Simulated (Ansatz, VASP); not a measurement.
**SrTiO3: VASP beside Ansatz**

File POSCAR:

```
SrTiO3
1.0
    3.8934913981      0.0000000000      0.0000000000
    0.0000000000      3.8934913981      0.0000000000
    0.0000000000      0.0000000000      3.8934913981
Sr Ti O
1 1 3
Direct
    0.5000000000      0.5000000000      0.5000000000
    0.0000000000      0.0000000000      0.0000000000
    0.5000000000      0.0000000000      0.0000000000
    0.0000000000      0.5000000000      0.0000000000
    0.0000000000      0.0000000000      0.5000000000
```

File INCAR.step1:

```
PREC     = Accurate       # precision mode
ENCUT    = 660            # plane-wave cutoff, eV
ISMEAR   = 0              # smearing method
SIGMA    = 0.01           # smearing width, eV
LREAL    = F              # projectors in reciprocal space
LASPH    = T              # aspherical terms in the spheres
NELM     = 120            # most SCF steps
NBANDS   = 28             # bands
GGA      = PE             # functional
ALGO     = Normal         # electronic algorithm
EDIFF    = 1E-5           # SCF threshold, eV
LWAVE    = T              # write WAVECAR
LCHARG   = F              # write CHGCAR
GGA_COMPAT= F
```

The input INCAR.step2:

```
PREC     = Accurate       # precision mode
ENCUT    = 660            # plane-wave cutoff, eV
EDIFF    = 1E-6           # SCF threshold, eV
ISMEAR   = 0              # smearing method
SIGMA    = 0.01           # smearing width, eV
LREAL    = F              # projectors in reciprocal space
LASPH    = T              # aspherical terms in the spheres
NELM     = 120            # most SCF steps
ALGO     = Normal         # electronic algorithm
ISIF     = 2              # what is computed and relaxed
LWAVE    = F              # write WAVECAR
LCHARG   = F              # write CHGCAR
METAGGA  = R2SCAN         # meta-GGA
LMIXTAU  = T            
NBANDS   = 28             # bands
ISTART   = 1            
GGA_COMPAT= F
```

The input KPOINTS:

```
Automatic mesh
0
Gamma
  6 6 6
```

Input for Ansatz:

```yaml
crystal:
  lattice:
    - [3.89349139811, 0.0, 0.0]
    - [0.0, 3.89349139811, 0.0]
    - [0.0, 0.0, 3.89349139811]
  atoms:
    - { symbol: Sr, position: [0.5, 0.5, 0.5] }
    - { symbol: Ti, position: [0.0, 0.0, 0.0] }
    - { symbol: O, position: [0.5, 0.0, 0.0] }
    - { symbol: O, position: [0.0, 0.5, 0.0] }
    - { symbol: O, position: [0.0, 0.0, 0.5] }
kpoints:
  mp_grid: { grid: [6, 6, 6] }
scf:
  occupations: { method: fixed }
  convergence: { dr2_threshold: 1.0e-10 }
hamiltonian:
  xc: r2scan
  pseudopotentials: { kind: paw }
output:
  forces: true
  stress: true
  eigenstates:
    kpoints:
      - [0.0, 0.0, 0.0]
      - [0.5, 0.5, 0.5]
      - [-0.5, -0.5, 0.0]
      - [-0.5, 0.0, -0.5]
      - [0.0, -0.5, -0.5]
      - [0.0, -0.5, 0.0]
      - [0.0, 0.0, -0.5]
      - [-0.5, 0.0, 0.0]
  eigenvalues: true
```

Alike in both runs: task single point; functional r2SCAN; k mesh 6 × 6 × 6; no spin polarisation.

|  | VASP | Ansatz |
| --- | --- | --- |
| version | VASP 6.6.1 | Ansatz 0.2.0 |
| potentials or method | VASP PAW PBE potentials, release 64 (Sr_sv, Ti_sv, O) | PAW with Ansatz's default frozen-core files, scalar-relativistic |
| plane-wave cutoff (eV) | 660 | 500 |
| occupations | gaussian, width 0.01 eV | fixed |
| valence electrons in the cell | 40 | 40 |

Ansatz gave:

- gap on the k mesh at the Fermi level (eV): 2.28
- pressure (GPa): 2.0

Question: Estimate VASP's values.

Answer: gap on the k mesh at the Fermi level (eV): 2.30; pressure (GPa): 2.8.

VASP's potentials were made for PBE, not for r2SCAN.
